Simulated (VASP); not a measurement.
# TiB: single point with PBEsol

The system is TiB.

```xyz
2
Lattice="0.0000 2.1010 2.1010 2.1010 0.0000 2.1010 2.1010 2.1010 0.0000" Properties=species:S:1:pos:R:3 pbc="T T T"
Ti    3.1515    3.1515    3.1515
B     0.0000    0.0000    0.0000
```

```
Program                : VASP 6.6.1
Task                   : single point
Functional             : PBEsol
Potentials or basis    : VASP PAW PBE potentials, release 64 (Ti_sv, B)
Cutoff                 : 520 eV
k mesh                 : 18 × 18 × 18
Occupations            : gaussian, width 0.1 eV
Spin                   : no spin polarisation
Dipole correction      : no
Further INCAR settings : ALGO = Normal; EDIFF = 1e-07; NBANDS = 14
```

```
Pressure : 112.2 GPa
```

Levels at points of the mesh, in eV from the Fermi level:
```tsv
k point	band 5	band 6	band 7	band 8	band 9	band 10	band 11	band 12
(0.00, 0.00, 0.00)	-9.04	-1.96	-1.96	-1.96	3.22	3.22	12.24	12.75
(0.50, 0.00, 0.00)	-5.63	-2.52	-1.27	-1.27	4.14	4.14	5.89	10.07
(0.50, 0.50, 0.00)	-4.78	-4.27	1.01	1.89	1.89	4.69	6.09	6.09
```

It took 17 s on 1 thread of Intel(R) Xeon(R) 6975P-C (Granite Rapids), with other jobs on the host, peak memory 0.18 GiB.

Caveat: the PAW data sets were made with another functional, which shifts forces and pressure a little.
